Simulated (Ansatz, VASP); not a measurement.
Ga: VASP beside Ansatz

Contents of INCAR:

```
PREC = Accurate
ENCUT = 520
EDIFF = 1E-7
ISMEAR = -1
SIGMA = 0.1
LREAL = F
LASPH = T
NELM = 80
ALGO = Normal
ISIF = 2
LWAVE = F
LCHARG = F
GGA = PE
NBANDS = 20
```

Contents of KPOINTS:

```
regular mesh
0
Gamma
  14 14 8
```

The input POSCAR:

```
Ga
1.0
    2.4717891793      0.0000000000      0.0000000000
   -1.2358945897      2.1406322221      0.0000000000
    0.0000000000      0.0000000000      4.1897083476
Ga
2
Direct
    0.3333333333      0.6666666667      0.2500000000
    0.6666666667      0.3333333333      0.7500000000
```

Input for Ansatz:

```yaml
crystal:
  lattice:
    - [2.4717891793, 0.0, 0.0]
    - [-1.2358945897, 2.1406322221, 0.0]
    - [0.0, 0.0, 4.1897083476]
  atoms:
    - { symbol: Ga, position: [0.3333333333, 0.6666666667, 0.25] }
    - { symbol: Ga, position: [0.6666666667, 0.3333333333, 0.75] }
kpoints:
  mp_grid: { grid: [14, 14, 8] }
  band_path:
    path:
      - [0.0, 0.0, 0.0]
      - [0.5, 0.0, 0.0]
      - [0.3333333333, 0.3333333333, 0.0]
      - [0.0, 0.0, 0.0]
      - [0.0, 0.0, 0.5]
      - [0.5, 0.0, 0.5]
      - [0.3333333333, 0.3333333333, 0.5]
      - [0.0, 0.0, 0.5]
      - [0.5, 0.0, 0.5]
    npoints: 8
scf:
  occupations: { method: fermi_dirac, width: 0.1 }
hamiltonian:
  xc: pbe
  pseudopotentials: { kind: paw }
output:
  forces: true
  stress: true
  eigenvalues: true
  populations: true
  dos: { projected: true, de: 0.2, e_range: [-14, 8] }
  write_density: true
  write_potential: true
  elf: true
  volumetric_format: npy
```

Change from the starting cell: volume scaled by 0.58, PAW files.

Alike in both runs: task single point; functional PBE; k mesh 14 × 14 × 8; occupations fermi-dirac, width 0.1 eV; no spin polarisation.

```csv
,VASP,Ansatz
version,VASP 6.6.1,Ansatz 0.2.0
potentials or method,"VASP PAW PBE potentials, release 64 (Ga_d)","PAW with Ansatz's default frozen-core files, scalar-relativistic"
plane-wave cutoff (eV),520,420
valence electrons in the cell,26,26
```

Ansatz gave:

```
pressure (GPa)                                                : 96.8
traceless stress, the component that is largest in VASP (GPa) : 0.00
```

Question: Which values does VASP return?

Answer: Pressure (GPa): 97.6; traceless stress, the component that is largest in VASP (GPa): -0.05.

Both programs put the cell under a high pressure, so it lies far from rest at this level.

Noted on VASP's run: the cell as given lies far from equilibrium.
